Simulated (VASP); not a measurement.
Wanted: the native input for a VASP 6.6.1 run.

```yaml
Task: single point
Functional: r2SCAN
Potentials_or_basis: VASP PAW PBE potentials, release 64 (Sr_sv)
Cutoff: 520 eV
k_mesh: 12 × 12 × 6
Occupations: gaussian, width 0.1 eV
Spin: no spin polarisation
Dipole_correction: no
Further_INCAR_settings: ALGO = Normal; EDIFF = 1e-06; NBANDS = 17
```

Sr:

```
Sr
1.0
     3.89438    0.00000    0.00000
    -1.94719    3.37263    0.00000
     0.00000    0.00000    6.50962
Sr
2
Direct
  0.33333 0.66667 0.25000
  0.66667 0.33333 0.75000
```

One way to write it, as run:

POSCAR

```
Sr
1.0
    3.8943768492      0.0000000000      0.0000000000
   -1.9471884246      3.3726292833      0.0000000000
    0.0000000000      0.0000000000      6.5096240608
Sr
2
Direct
    0.3333333333      0.6666666667      0.2500000000
    0.6666666667      0.3333333333      0.7500000000
```

INCAR.step1

```
SYSTEM = Sr
PREC     = Accurate       ! precision mode
ENCUT    = 520            ! plane-wave cutoff, eV
ISMEAR   = 0              ! smearing method
SIGMA    = 0.1            ! smearing width, eV
LREAL    = .False.        ! projectors in reciprocal space
LASPH    = .True.         ! aspherical terms in the spheres
NELM     = 80             ! most SCF steps
NBANDS   = 17             ! bands
GGA      = PE             ! functional
ALGO     = Normal         ! electronic algorithm
EDIFF    = 1E-4           ! SCF threshold, eV
LWAVE    = .True.         ! write WAVECAR
LCHARG   = .False.        ! write CHGCAR
```

INCAR.step2

```
SYSTEM = Sr
PREC     = Accurate       ! precision mode
ENCUT    = 520            ! plane-wave cutoff, eV
EDIFF    = 1E-6           ! SCF threshold, eV
ISMEAR   = 0              ! smearing method
SIGMA    = 0.1            ! smearing width, eV
LREAL    = .False.        ! projectors in reciprocal space
LASPH    = .True.         ! aspherical terms in the spheres
NELM     = 80             ! most SCF steps
ALGO     = Normal         ! electronic algorithm
ISIF     = 2              ! what is computed and relaxed
LWAVE    = .False.        ! write WAVECAR
LCHARG   = .True.         ! write CHGCAR
METAGGA  = R2SCAN         ! meta-GGA
LMIXTAU  = .True.       
LELF     = .True.         ! ELF
LVHAR    = .True.       
NBANDS   = 17             ! bands
ISTART   = 1
```

KPOINTS

```
regular mesh
0
Gamma
  12 12 6
  0 0 0
```

Potentials or basis: VASP PAW PBE potentials, release 64 (Sr_sv).

Run with:

```sh
$ cat potpaw_PBE.64/Sr_sv/POTCAR > POTCAR
$ cp INCAR.step1 INCAR
$ mpirun -np 1 vasp_std > vasp.out
$ cp INCAR.step2 INCAR
$ mpirun -np 1 vasp_std > vasp.out
```

It gave:

The pressure is 5.0 GPa and the band gap on the k mesh is zero (band 10 reaches 2.73 eV, above the bottom of band 11 at 2.39 eV).

Caveat: the PAW data sets were made with another functional, which shifts forces and pressure a little.

Run time: 3 min on 1 thread of Intel(R) Xeon(R) Platinum 8559C (Emerald Rapids), on a shared host, peak memory 0.26 GiB.
